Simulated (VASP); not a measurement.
# LiH (I4/mmm) in VASP: single point with HSE06

Aim: the single point of LiH with HSE06.

Program: VASP 6.6.1. These are calculated values, not measurements. Logs are shortened: lines on timing, memory, paths and dates and some standing lists are left out, and cuts for length are marked.

### 1 The cell of the first run

Symmetry: I4/mmm, No. 139, tetragonal system. The conventional cell has a = 2.964 Å, b = 2.964 Å, c = 3.940 Å, α = 90.00°, β = 90.00°, γ = 90.00°. Within 2.6 Å of Li (site symmetry 4/mmm) lie 6 H at 1.97 to 2.10 Å. H (site symmetry 4/mmm) has 6 Li at 1.97 to 2.10 Å within 2.6 Å.

### 2 Single point, HSE06 (epitaxial xy strain +4.9%)

File POSCAR:

```
LiH
1.0
    0.0000000000      2.0955984635      1.9701864756
    2.0955984635      0.0000000000      1.9701864756
    2.0955984635      2.0955984635      0.0000000000
Li H
1 1
Direct
    0.0000000000      0.0000000000      0.0000000000
    0.5000000000      0.5000000000      0.5000000000
```

File INCAR.step1:

```
SYSTEM = LiH
PREC     = Accurate       ! precision mode
ENCUT    = 520            ! plane-wave cutoff, eV
EDIFF    = 1E-5           ! SCF threshold, eV
ISMEAR   = 0              ! smearing method
SIGMA    = 0.01           ! smearing width, eV
LREAL    = .FALSE.        ! projectors in reciprocal space
LASPH    = .TRUE.         ! aspherical terms in the spheres
NELM     = 100            ! most SCF steps
ALGO     = Normal         ! electronic algorithm
ISIF     = 2              ! what is computed and relaxed
LWAVE    = .TRUE.         ! write WAVECAR
LCHARG   = .FALSE.        ! write CHGCAR
GGA      = PE             ! functional
NBANDS   = 9              ! bands
```

File INCAR.step2:

```
SYSTEM = LiH
PREC     = Accurate       ! precision mode
ENCUT    = 520            ! plane-wave cutoff, eV
EDIFF    = 1E-6           ! SCF threshold, eV
ISMEAR   = 0              ! smearing method
SIGMA    = 0.01           ! smearing width, eV
LREAL    = .FALSE.        ! projectors in reciprocal space
LASPH    = .TRUE.         ! aspherical terms in the spheres
NELM     = 100            ! most SCF steps
ALGO     = Normal         ! electronic algorithm
ISIF     = 2              ! what is computed and relaxed
LWAVE    = .FALSE.        ! write WAVECAR
LCHARG   = .FALSE.        ! write CHGCAR
GGA      = PE             ! functional
LHFCALC  = .TRUE.         ! exact exchange
HFSCREEN = 0.2079         ! screening, 1/A
PRECFOCK = Normal       
ISTART   = 1            
NBANDS   = 9              ! bands
```

File KPOINTS:

```
regular mesh
0
G
  8 8 8
  0 0 0
```

Potentials or basis: VASP PAW PBE potentials, release 64 (Li_sv, H).

Run with:

```console
cat potpaw_PBE.64/Li_sv/POTCAR potpaw_PBE.64/H/POTCAR > POTCAR
cp INCAR.step1 INCAR
mpirun -np 1 vasp_std > vasp.out
cp INCAR.step2 INCAR
mpirun -np 1 vasp_std > vasp.out
```

OUTCAR:

```text
SYSTEM = LiH
   PREC = Accurate
   ENCUT = 520
   EDIFF = 1E-6
   ISMEAR = 0
   LREAL = .FALSE.
   LASPH = .TRUE.
   NELM = 100
   ISIF = 2
   GGA = PE
   LHFCALC = .TRUE.
   HFSCREEN = 0.2079
   PRECFOCK = Normal
   ISTART = 1

 ion  position               nearest neighbor table
   1  0.000  0.000  0.000-
   2  0.500  0.500  0.500-

  LATTYP: Found a body centered tetragonal cell.
 ALAT       =     2.9636237684
 C/A-ratio  =     1.3295793458

  Lattice vectors:

 A1 = (   0.0000000000,  -2.0955984635,  -1.9701864756)
 A2 = (   0.0000000000,   2.0955984635,  -1.9701864756)
 A3 = (   2.0955984635,   0.0000000000,   1.9701864756)

Analysis of symmetry for initial positions (statically):
=====================================================================
 Subroutine PRICEL returns:
 Original cell was already a primitive cell.

 Routine SETGRP: Setting up the symmetry group for a
 body centered tetragonal supercell.

 Subroutine GETGRP returns: Found 16 space group operations
 (whereof 16 operations were pure point group operations)
 out of a pool of 16 trial point group operations.

The static configuration has the point symmetry D_4h.

Analysis of symmetry for dynamics (positions and initial velocities):
=====================================================================
 Subroutine PRICEL returns:
 Original cell was already a primitive cell.

 Routine SETGRP: Setting up the symmetry group for a
 body centered tetragonal supercell.

 Subroutine GETGRP returns: Found 16 space group operations
 (whereof 16 operations were pure point group operations)
 out of a pool of 16 trial point group operations.

The dynamic configuration has the point symmetry D_4h.

 Subroutine INISYM returns: Found 16 space group operations
 (whereof 16 operations are pure point group operations),
 and found     1 'primitive' translations

----------------------------------------------------------------------------------------

                                     Primitive cell

  volume of cell :      17.3043

  direct lattice vectors                    reciprocal lattice vectors
     0.000000000  2.095598464  1.970186476    -0.238595327  0.238595327  0.253783084
     2.095598464  0.000000000  1.970186476     0.238595327 -0.238595327  0.253783084
     2.095598464  2.095598464  0.000000000     0.238595327  0.238595327 -0.253783084

  length of vectors
     2.876311469  2.876311469  2.963623768     0.422210035  0.422210035  0.422210035

  position of ions in fractional coordinates (direct lattice)
     0.000000000  0.000000000  0.000000000
     0.500000000  0.500000000  0.500000000

  ion indices of the primitive-cell ions
   primitive index   ion index
                 1           1
                 2           2

----------------------------------------------------------------------------------------

 KPOINTS: regular mesh

Automatic generation of k-mesh.
 Grid dimensions read from file:
 generate k-points for:    8    8    8

 Generating k-lattice:

  Cartesian coordinates                     Fractional coordinates (reciprocal lattice)
    -0.029824416  0.029824416  0.031722886     0.125000000  0.000000000  0.000000000
     0.029824416 -0.029824416  0.031722886     0.000000000  0.125000000  0.000000000
     0.029824416  0.029824416 -0.031722886    -0.000000000 -0.000000000  0.125000000

  Length of vectors
     0.052776254  0.052776254  0.052776254

  Shift w.r.t. Gamma in fractional coordinates (k-lattice)
     0.000000000  0.000000000  0.000000000

 Subroutine IBZKPT returns following result:
 ===========================================

 Found     59 irreducible k-points:

 Following reciprocal coordinates:
            Coordinates               Weight
  0.000000  0.000000  0.000000      1.000000
  0.125000 -0.000000  0.000000      8.000000
  0.250000 -0.000000  0.000000      8.000000
  0.375000  0.000000  0.000000      8.000000
  0.500000 -0.000000  0.000000      4.000000
  0.125000  0.125000  0.000000      2.000000
[... 16 lines left out ...]
  0.250000 -0.000000  0.125000     16.000000
  0.375000  0.000000  0.125000     16.000000
 [... further k-points ...]
   k-points           NKPTS =     59   k-points in BZ     NKDIM =    512   number of bands    NBANDS=      9
   number of dos      NEDOS =    301   number of ions     NIONS =      2
   total plane-waves  NPLWV =  13824
   dimension x,y,z NGX =    24 NGY =   24 NGZ =   24
   dimension x,y,z NGXF=    48 NGYF=   48 NGZF=   48
   ions per type =               1   1
   NGX,Y,Z   is equivalent  to a cutoff of  13.87, 13.87, 13.46 a.u.
   NGXF,Y,Z  is equivalent  to a cutoff of  27.74, 27.74, 26.93 a.u.
 SYSTEM =  LiH
   PREC   = accura    normal or accurate (medium, high low for compatibility)
   ISTART =      1    job   : 0-new  1-cont  2-samecut
   ICHARG =      0    charge: 1-file 2-atom 10-const
   ISPIN  =      1    spin polarized calculation?
   LNONCOLLINEAR =      F non collinear calculations
   LSORBIT =      F    spin-orbit coupling
   LASPH  =      T    aspherical Exc in radial PAW
   ENCUT  =  520.0 eV  38.22 Ry    6.18 a.u.   5.35  5.35  5.51*2*pi/ulx,y,z
   NELM   =    100;   NELMIN=  2; NELMDL=  0     # of ELM steps
   EDIFF  = 0.1E-05   stopping-criterion for ELM
   LREAL  =      F    real-space projection
   EDIFFG = 0.1E-04   stopping-criterion for IOM
   NSW    =      0    number of steps for IOM
   IBRION =     -1    ionic relax: 0-MD 1-quasi-New 2-CG
   NFREE  =      0    steps in history (QN), initial steepest desc. (CG)
   ISIF   =      2    stress and relaxation
   ISYM   =      3    0-nonsym 1-usesym 2-fastsym
   POTIM  = 0.5000    time-step for ionic-motion
   TEBEG  =    0.0;   TEEND  =   0.0 temperature during run
   PSTRESS=    0.0 pullay stress
   NELECT =       4.0000    total number of electrons
   NUPDOWN=      -1.0000    fix difference up-down
   EMIN   =  10.00;   EMAX   =-10.00  energy-range for DOS
   EFERMI =   0.00;   METHOD = LEGACY
   ISMEAR =     0;   SIGMA  =   0.01  broadening in eV -4-tet -1-fermi 0-gaus
   EFERMI_NEDOS =   21; number of points for ismear=-14 and -15
   IALGO  =     38    algorithm
   IMIX   =      1    mixing-type and parameters
     AMIX     =   0.40;   BMIX     =  1.00
     AMIX_MAG =   1.60;   BMIX_MAG =  1.00
  volume/ion in A,a.u.               =       8.65        58.39
  Fermi-wavevector in a.u.,A,eV,Ry     =   1.004717  1.898639 13.734481  1.009456
  Thomas-Fermi vector in A             =   2.137350
   LORBIT       =      0    0 simple, 1 ext, 2 COOP (PROOUT), +10 PAW based schemes
   GGA     = PE    functional components
   LHFCALC =     T    Hartree Fock is set to
   PRECFOCK=normal    Normal, Fast or Accurate (Low or Medium for compatibility)
   ENCUT4O =  -1.0   cutoff for four orbital integrals eV
   NKREDX  =     1    reduce k-point grid by
   NKREDY  =     1    reduce k-point grid by
   NKREDZ  =     1    reduce k-point grid by
   AEXX    =    0.2500 exact exchange contribution
   HFSCREEN=    0.2079 screening length (either q_TF or 0.3 A-1)
   HFSCREENC=   0.2079 screening length for correlation (either q_TF or 0.3 A-1)
   ENCUTFOCK=  -1.0 apply spherical cutoff to Coloumb kernel
   IVDW    =     0    specifies the selected vdW correction
   LEPSILON=     F    determine dielectric tensor
   LRPA    =     F    only Hartree local field effects (RPA)
 non-spin polarized calculation
 Gauss-broadening in eV      SIGMA  =   0.01
  energy-cutoff  :      520.00
  volume of cell :       17.30
 maximum number of plane-waves:       483
 NGX is ok and might be reduce to    24
  NGX = 18; NGY = 18; NGZ = 18

 number of electron       4.0000006 magnetization

 Free energy of the ion-electron system (eV)
  ---------------------------------------------------
  ext. energy  EPLUGINS =         0.00000000
  ---------------------------------------------------
  free energy    TOTEN  =        -6.76596235 eV

  energy without entropy =       -6.76596235  energy(sigma->0) =       -6.76596235

 E-fermi :  -0.5153     XC(G=0):  -6.9417

 val. band max:       -0.5981931312   @ k =   0.5000   0.5000   0.0000
 cond. band min:       2.8239697235   @ k =   0.5000   0.0000   0.5000
 fundamental gap:      3.4221628547
 Fermi energy:        -0.5153367332

 k-point     1 :       0.0000    0.0000    0.0000
  band No.  band energies     occupation
      1     -48.2815      2.00000
      2      -6.6853      2.00000
      3      15.9842      0.00000
      4      17.4943      0.00000
      5      17.9961      0.00000
      6      17.9962      0.00000
      7      22.2146      0.00000
      8      22.2146      0.00000
      9      22.5215      0.00000

 k-point     2 :       0.1250   -0.0000    0.0000
  band No.  band energies     occupation
      1     -48.2757      2.00000
      2      -6.3763      2.00000
      3      13.8009      0.00000
      4      16.4596      0.00000
      5      17.2738      0.00000
      6      17.3200      0.00000
      7      21.7988      0.00000
      8      23.1920      0.00000
      9      23.5235      0.00000

 k-point     3 :       0.2500   -0.0000    0.0000
  band No.  band energies     occupation
      1     -48.2617      2.00000
      2      -5.4936      2.00000
      3       9.7119      0.00000
      4      14.9100      0.00000
      5      16.3505      0.00000
      6      16.9473      0.00000
      7      20.9884      0.00000
      8      22.4737      0.00000
      9      23.7157      0.00000
[... 229 lines left out ...]
 k-point    23 :       0.2500   -0.0000    0.1250
  band No.  band energies     occupation
      1     -48.2635      2.00000
      2      -5.5700      2.00000
      3      11.0326      0.00000
      4      13.8129      0.00000
      5      14.7062      0.00000
      6      17.7024      0.00000
      7      20.0654      0.00000
      8      22.9748      0.00000
      9      25.8967      0.00000

 k-point    24 :       0.3750    0.0000    0.1250
  band No.  band energies     occupation
      1     -48.2496      2.00000
      2      -4.3985      2.00000
      3       7.3896      0.00000
      4      12.2384      0.00000
      5      14.3839      0.00000
      6      16.7717      0.00000
      7      21.5260      0.00000
      8      23.2869      0.00000
      9      24.1610      0.00000

 [... further k-points ...]

------------------------ aborting loop because EDIFF is reached ----------------------------------------

  FORCE on cell =-STRESS in cart. coord.  units (eV):
  Direction    XX          YY          ZZ          XY          YZ          ZX
  --------------------------------------------------------------------------------------
  -------------------------------------------------------------------------------------
  Total       -0.4272896     -0.4272896     -0.0502328      0.0000000     -0.0000000     -0.0000000
  in kB      -39.5621122    -39.5621122     -4.6509792      0.0000000     -0.0000000     -0.0000000
  external PRESSURE =     -27.9250679 kB  Pullay stress =       0.0000000 kB

 VOLUME and BASIS-vectors are now :
 -----------------------------------------------------------------------------
  energy-cutoff  :      520.00
  volume of cell :       17.30
      direct lattice vectors                 reciprocal lattice vectors
     0.000000000  2.095598464  1.970186476    -0.238595327  0.238595327  0.253783084
     2.095598464  0.000000000  1.970186476     0.238595327 -0.238595327  0.253783084
     2.095598464  2.095598464  0.000000000     0.238595327  0.238595327 -0.253783084

 POSITION                                       TOTAL-FORCE (eV/Angst)
 -----------------------------------------------------------------------------------
      0.00000      0.00000      0.00000         0.000000     -0.000000      0.000000
      2.09560      2.09560      1.97019        -0.000000      0.000000      0.000000
 -----------------------------------------------------------------------------------
    total drift:                               -0.000000     -0.000000      0.000000

  FREE ENERGIE OF THE ION-ELECTRON SYSTEM (eV)
  ---------------------------------------------------
  free  energy   TOTEN  =        -6.7659623469 eV

  energy  without entropy=       -6.7659623469  energy(sigma->0) =       -6.76596235
```

It took 21 min on 1 thread of Intel Xeon 8259CL, shared host; peak memory 0.25 GiB.

Results:

```yaml
Free_energy: -6.7660 eV
Band_gap_on_the_k_mesh: 3.42 eV (least direct gap 3.91 eV)
```

Levels at points of the mesh, in eV from the valence-band top:
| k point | band 1 | band 2 | band 3 | band 4 | band 5 | band 6 | band 7 |
| --- | --- | --- | --- | --- | --- | --- | --- |
| (0.00, 0.00, 0.00) | -47.68 | -6.09 | 16.58 | 18.09 | 18.59 | 18.59 | 22.81 |
| (0.50, 0.00, 0.00) | -47.64 | -2.98 | 5.47 | 14.10 | 16.47 | 17.88 | 18.90 |
| (0.50, 0.50, 0.00) | -47.63 | 0.00 | 4.27 | 10.85 | 10.85 | 13.88 | 17.32 |
| (0.50, 0.00, 0.50) | -47.64 | -0.49 | 3.42 | 11.59 | 12.10 | 14.85 | 17.74 |

Caveat: the cell differs from its parent crystal (epitaxial xy strain +4.9%); the cutoff is under 1.25 times the usual one of these potentials, so pressure, stress and relaxed cells hold a basis-set (Pulay) error; the PAW data sets were made with another functional, which shifts forces and pressure a little. A k mesh can miss the band edges.
